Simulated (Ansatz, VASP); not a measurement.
GaN in VASP and in Ansatz

```
Ga N
1.0
     0.00000    2.15443    2.15443
     2.15443    0.00000    2.15443
     2.15443    2.15443    0.00000
Ga N
1 1
Direct
  0.00000 0.00000 0.00000
  0.50000 0.50000 0.50000
```

Alike in both runs: task relaxation of cell and atoms; functional PBE; k mesh 15 × 15 × 15; occupations fermi-dirac, width 0.1 eV; no spin polarisation.

|  | VASP | Ansatz |
| --- | --- | --- |
| version | VASP 6.6.1 | Ansatz 0.2.0 |
| potentials or method | VASP PAW PBE potentials, release 64 (Ga_d, N) | PAW with Ansatz's default frozen-core files, scalar-relativistic |
| plane-wave cutoff (eV) | 600 | 420 |
| valence electrons in the cell | 18 | 18 |

|  | VASP | Ansatz | Ansatz less VASP |
| --- | --- | --- | --- |
| relaxed volume (Å³/atom) | 9.75 | 9.72 | -0.027 |
| relaxed cell length with the largest relative difference (Å) | 3.021 | 3.018 | -0.0028 |
